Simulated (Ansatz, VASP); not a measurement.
# Au in VASP and in Ansatz

```xyz
4
Lattice="2.8876 0.0000 0.0000 -1.4438 2.5007 0.0000 0.0000 0.0000 23.0731" Properties=species:S:1:pos:R:3 pbc="T T T"
Au    0.0000    0.0000    8.0098
Au    0.0000    1.6672   10.3728
Au    1.4438    0.8336   12.7003
Au    0.0000    0.0000   15.0633
```

Alike in both runs: functional PBEsol; k mesh 14 × 14 × 1; occupations fermi-dirac, width 0.05 eV; no spin polarisation.

Ansatz relaxed the structure, and its values are those at the end. VASP's run is a single point on that final structure, the one shown.

|  | VASP | Ansatz |
| --- | --- | --- |
| version | VASP 6.6.1 | Ansatz 0.2.0 |
| potentials or method | VASP PAW PBE potentials, release 64 (Au), cutoff 520 eV | all-electron LAPW, scalar-relativistic |

Ansatz gave:

```
rms of the force components (eV/Å) : 0.001
```

**Question.** What did VASP give for the same quantities?

**Answer.** rms of the force components (eV/Å): 0.004.

VASP's potentials were made for PBE, not for PBEsol. Ansatz ran all-electron here, and VASP with PAW potentials.

Neither program's run includes spin-orbit coupling.
